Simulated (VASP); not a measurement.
Input of a VASP 6.6.1 run:

File POSCAR:

```
AlN
1.0
   -3.1110021516      0.0000000000      0.0000000000
   -1.5555010758     -2.6942068945      0.0000000000
   -0.9333006455      0.0000000000      9.9560000000
Al N
4 4
Direct
    0.0622083333      0.3333333333      0.9037500000
    0.2122083333      0.3333333333      0.4037500000
    0.6205416667      0.6666666667      0.1537500000
    0.4705416667      0.6666666667      0.6537500000
    0.3044583333      0.3333333333      0.0962500000
    0.1544583333      0.3333333333      0.5962500000
    0.5627916667      0.6666666667      0.3462500000
    0.4127916667      0.6666666667      0.8462500000
```

Contents of INCAR.step1:

```
PREC = Accurate
ENCUT = 520
ISMEAR = 0
SIGMA = 0.05
LREAL = False
LASPH = True
NELM = 80
NBANDS = 26
GGA = PE
ALGO = Normal
EDIFF = 1E-4
LWAVE = True
LCHARG = False
```

Contents of INCAR.step2:

```
PREC = Accurate
ENCUT = 520
EDIFF = 1E-7
ISMEAR = 0
SIGMA = 0.05
LREAL = False
LASPH = True
NELM = 80
ALGO = Normal
ISIF = 2
LWAVE = False
LCHARG = True
METAGGA = R2SCAN
LMIXTAU = True
LELF = True
LVHAR = True
NBANDS = 26
ISTART = 1
```

KPOINTS

```
regular mesh
0
Gamma
  8 8 3
```

Potentials or basis: VASP PAW PBE potentials, release 64 (Al, N).

The run is started by

```console
$ cat potpaw_PBE.64/Al/POTCAR potpaw_PBE.64/N/POTCAR > POTCAR
$ cp INCAR.step1 INCAR
$ mpirun -np 1 vasp_std > vasp.out
$ cp INCAR.step2 INCAR
$ mpirun -np 1 vasp_std > vasp.out
```

(1) Estimate the largest force.

(2) Estimate the pressure.

(3) Estimate the band gap on the k mesh.

## Answers

(1) 1.545 eV/Å.

(2) -1.8 GPa.

(3) 4.07 eV.

Caveat: the cell differs from its parent crystal (the part above a cut slid along it); the stress differs along the axes, from -7 to 2 GPa; the PAW data sets were made with another functional, which shifts forces and pressure a little.
